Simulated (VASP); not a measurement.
# In in VASP: further runs, part 2 of 2

VASP 6.6.1.

### Step 3. Single point, PBE+U

Contents of INCAR:

```
SYSTEM = In
PREC = Accurate
ENCUT = 520
EDIFF = 1E-7
ISMEAR = 0
SIGMA = 0.1
LREAL = .FALSE.
LASPH = .TRUE.
NELM = 150
ALGO = Fast
ISIF = 2
LWAVE = .FALSE.
LCHARG = .FALSE.
LDAU = .TRUE.
LDAUTYPE = 1
LDAUL = 2
LDAUU = 3.5
LDAUJ = 0.74
LDAUPRINT = 1
GGA = PE
NBANDS = 26
```

Contents of KPOINTS:

```
regular mesh
0
G
  3 3 3
  0 0 0
```

Contents of POSCAR:

```
In
1.0
    1.6696368166      0.9639652655      8.2074632500
   -1.6696368166      0.9639652655      8.2074632500
    0.0000000000     -1.9279305310      8.2074632500
In
3
Direct
    0.0000000000      0.0000000000      0.0000000000
    0.7780122400      0.7780122400      0.7780122400
    0.2219877600      0.2219877600      0.2219877600
```

Potentials or basis: VASP PAW PBE potentials, release 64 (In_d).

Launch:

```
cat potpaw_PBE.64/In_d/POTCAR > POTCAR
mpirun -np 1 vasp_std > vasp.out
```

OUTCAR:

```text
SYSTEM = In
   PREC = Accurate
   ENCUT = 520
   EDIFF = 1E-7
   ISMEAR = 0
   LREAL = .FALSE.
   LASPH = .TRUE.
   NELM = 150
   ISIF = 2
   GGA = PE

 ion  position               nearest neighbor table
   1  0.000  0.000  0.000-   2 3.35   3 3.35   2 3.35   2 3.35   3 3.35   3 3.35
   2  0.778  0.778  0.778-   3 3.34   3 3.34   3 3.34   1 3.35   1 3.35   1 3.35
   3  0.222  0.222  0.222-   2 3.34   2 3.34   2 3.34   1 3.35   1 3.35   1 3.35

  LATTYP: Found a trigonal (rhomboedric) cell.
 ALAT       =     8.4308581492
 COS(alpha) =     0.9215612875

[... 450 lines left out ...]

  FORCE on cell =-STRESS in cart. coord.  units (eV):
  Direction    XX          YY          ZZ          XY          YZ          ZX
  --------------------------------------------------------------------------------------
  -------------------------------------------------------------------------------------
  Total        3.3072366      3.3072366     -4.3964041      0.0000000     -0.0000000      0.0000000
  in kB       66.8547474     66.8547474    -88.8719250      0.0000000     -0.0000000      0.0000000
  external PRESSURE =      14.9458566 kB  Pullay stress =       0.0000000 kB

 VOLUME and BASIS-vectors are now :
 -----------------------------------------------------------------------------
  energy-cutoff  :      520.00
  volume of cell :       79.26
      direct lattice vectors                 reciprocal lattice vectors
     1.669636817  0.963965265  8.207463250     0.299466324  0.172896963  0.040613442
    -1.669636817  0.963965265  8.207463250    -0.299466324  0.172896963  0.040613442
     0.000000000 -1.927930531  8.207463250     0.000000000 -0.345793926  0.040613442

 POSITION                                       TOTAL-FORCE (eV/Angst)
 -----------------------------------------------------------------------------------
      0.00000      0.00000      0.00000         0.000000     -0.000000      0.000000
      0.00000      0.00000     19.15652         0.000000     -0.000000      0.095306
      0.00000      0.00000      5.46587         0.000000      0.000000     -0.095306
 -----------------------------------------------------------------------------------
    total drift:                                0.000000      0.000000     -0.000000

  FREE ENERGIE OF THE ION-ELECTRON SYSTEM (eV)
  ---------------------------------------------------
  free  energy   TOTEN  =        -6.3458673755 eV

  energy  without entropy=       -6.3157715821  energy(sigma->0) =       -6.33081948
```

OSZICAR:

```text
N       E                     dE             d eps       ncg     rms          rms(c)
DAV:   1     0.350956791245E+03    0.35096E+03   -0.19014E+04   312   0.206E+03
DAV:   2     0.272911334015E+02   -0.32367E+03   -0.31923E+03   312   0.444E+02
DAV:   3    -0.522126889360E+01   -0.32512E+02   -0.32153E+02   386   0.166E+02
DAV:   4    -0.635797416406E+01   -0.11367E+01   -0.11333E+01   384   0.351E+01
DAV:   5    -0.642006922548E+01   -0.62095E-01   -0.62084E-01   484   0.626E+00    0.396E+00
RMM:   6    -0.635400765067E+01    0.66062E-01   -0.15172E-01   363   0.476E+00    0.205E+00
RMM:   7    -0.634550953862E+01    0.84981E-02   -0.65346E-02   370   0.251E+00    0.355E-01
RMM:   8    -0.634555460452E+01   -0.45066E-04   -0.93877E-03   395   0.129E+00    0.141E-01
RMM:   9    -0.634572603453E+01   -0.17143E-03   -0.27246E-03   426   0.490E-01    0.133E-01
RMM:  10    -0.634589381018E+01   -0.16778E-03   -0.80843E-04   373   0.401E-01    0.105E-01
RMM:  11    -0.634584046563E+01    0.53345E-04   -0.42069E-04   414   0.226E-01    0.820E-03
RMM:  12    -0.634586412179E+01   -0.23656E-04   -0.27039E-04   526   0.116E-01    0.162E-02
RMM:  13    -0.634586672007E+01   -0.25983E-05   -0.36198E-05   520   0.453E-02    0.122E-02
RMM:  14    -0.634586804903E+01   -0.13290E-05   -0.47381E-06   430   0.230E-02    0.171E-02
RMM:  15    -0.634586817870E+01   -0.12966E-06   -0.24546E-06   420   0.924E-03    0.162E-02
RMM:  16    -0.634586796292E+01    0.21577E-06   -0.23786E-07   212   0.478E-03    0.102E-02
RMM:  17    -0.634586731928E+01    0.64364E-06   -0.15619E-07   206   0.460E-03    0.304E-03
RMM:  18    -0.634586737554E+01   -0.56251E-07   -0.88398E-08   199   0.342E-03
   1 F= -.63458674E+01 E0= -.63308195E+01  d E =-.300958E-01
```

Wall time 4.8 min (1 thread of Intel Xeon 8259CL, shared host); peak memory 0.53 GiB.

What came out:

```
Free energy            : -6.3459 eV
Pressure               : 1.5 GPa
Largest force          : 0.095 eV/Å
Band gap on the k mesh : zero (an odd number of electrons rules out a gap without spin polarisation)
```

Forces in eV/Å, atoms in the order of the input:
```
In   0.000  0.000  0.000
In   0.000  0.000  0.095
In   0.000  0.000 -0.095
```

Eigenvalues of the final occupation matrices:
```
    site  spin  trace               eigenvalues
site 1 d     1   4.95  0.99 0.99 0.99 0.99 0.99
site 1 d     2   4.95  0.99 0.99 0.99 0.99 0.99
site 2 d     1   4.95  0.99 0.99 0.99 0.99 0.99
site 2 d     2   4.95  0.99 0.99 0.99 0.99 0.99
site 3 d     1   4.95  0.99 0.99 0.99 0.99 0.99
site 3 d     2   4.95  0.99 0.99 0.99 0.99 0.99
```

Caveat: the k points lie up to 0.73 Å⁻¹ apart, too coarse for converged energies and pressures of a metal; spin-orbit coupling is left out, which moves the levels of the heavy elements; U without spin polarisation on a metal has little footing; the U is typed as a test and isn't derived for this compound.

### Step 4. Single point, PBE

Contents of INCAR:

```
SYSTEM = In
PREC = Accurate ; ENCUT = 520
EDIFF = 1E-6 ; ISMEAR = 0
SIGMA = 0.1 ; LREAL = .False.
LASPH = .True. ; NELM = 80
ALGO = Fast ; ISIF = 2
LWAVE = .False. ; LCHARG = .False.
GGA = PE ; NBANDS = 26
ISYM = 0
```

Contents of KPOINTS:

```
regular mesh
0
Gamma
  5 2 5
  0 0 0
```

POSCAR is that of step 3.

Launch:

```
cat potpaw_PBE.64/In_d/POTCAR > POTCAR
mpirun -np 1 vasp_std > vasp.out
```

Wall time 13 min (1 thread of Intel Xeon 8259CL, shared host); peak memory 0.54 GiB.

The run converged. Its results:

```yaml
Free_energy: -7.6344 eV
Pressure: 1.5 GPa
Largest_force: 0.058 eV/Å
Band_gap_on_the_k_mesh: zero (an odd number of electrons rules out a gap without spin polarisation)
```

Forces on the atoms (eV/Å):
```
In   0.000  0.000  0.000
In   0.004 -0.002 -0.058
In  -0.004  0.002  0.058
```

Stress tensor (GPa, compression positive):
```
 1.65 -0.78  2.65
-0.78  0.75 -1.53
 2.65 -1.53  2.15
```

Levels at points of the mesh, in eV from the Fermi level:
```
           k point  band 17  band 18  band 19  band 20  band 21  band 22  band 23  band 24
(0.00, 0.00, 0.00)    -7.32    -7.29     0.21     0.23     8.47     8.47     8.56     8.56
(0.00, 0.50, 0.00)    -4.44    -3.27    -3.01    -1.41    -1.32     3.01     3.81     4.46
```

Caveat: the k points lie up to 0.44 Å⁻¹ apart, too coarse for converged energies and pressures of a metal; spin-orbit coupling is left out, which moves the levels of the heavy elements.

### Step 5. Summary

| level | U | cell | k mesh | cutoff (eV) | LDAUTYPE | hund's J | gap on the mesh (eV) | pressure (GPa) | largest force (eV/Å) |
| --- | --- | --- | --- | --- | --- | --- | --- | --- | --- |
| PBE | - | as given, atomic positions A | 6 × 6 × 6 | 500 | - | - | none | 1.4 | 0.02 |
| PBE+U | In d U = 3.5 eV, J = 0.74 eV | as given, atomic positions B | 3 × 3 × 3 | 520 | 1 | 0.74 | none | 1.5 | 0.10 |
| PBE | - | as given, atomic positions B | 5 × 2 × 5 | 520 | - | - | none | 1.5 | 0.06 |

Alike in all rows: task single point; potentials or basis VASP PAW PBE potentials, release 64 (In_d); no spin polarisation; smearing gaussian 0.1 eV.

Caveats: all runs use coarse meshes; spin-orbit coupling is left out, which moves the levels of the heavy elements; U without spin polarisation on a metal has little footing (at least some runs); the U is typed as a test and isn't derived for this compound (at least some runs).

Total energies depend on the potentials used, so only differences within one code and one set of settings carry meaning.
